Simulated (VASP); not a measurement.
Here is a VASP 6.6.1 calculation.

File INCAR:

```
SYSTEM = Be
PREC = Accurate ; ENCUT = 520
EDIFF = 1E-6 ; ISMEAR = -1
SIGMA = 0.08 ; LREAL = .FALSE.
LASPH = .TRUE. ; NELM = 100
ALGO = Normal ; ISIF = 2
LWAVE = .FALSE. ; LCHARG = .FALSE.
GGA = PS ; NBANDS = 7
```

The input KPOINTS:

```
Automatic mesh
0
G
  21 21 19
  0 0 0
```

Contents of POSCAR:

```
Be
1.0
    2.0721683469      0.0000000000      0.0000000000
   -1.0360841734      1.7945504293      0.0000000000
    0.0000000000      0.0000000000      2.2506327381
Be
1
Direct
    0.0000000000      0.0000000000      0.0000000000
```

Potentials or basis: VASP PAW PBE potentials, release 64 (Be).

Launch:

```bash
$ cat potpaw_PBE.64/Be/POTCAR > POTCAR
$ mpirun -np 1 vasp_std > vasp.out
```

(1) Predict the band gap on the k mesh.

(2) Predict the pressure.

Answers

(1) zero (bands 1 and 2 overlap by 7.06 eV).

(2) 13.3 GPa.

Caveat: the cell stands under pressure; the PAW data sets were made with another functional, which shifts forces and pressure a little.
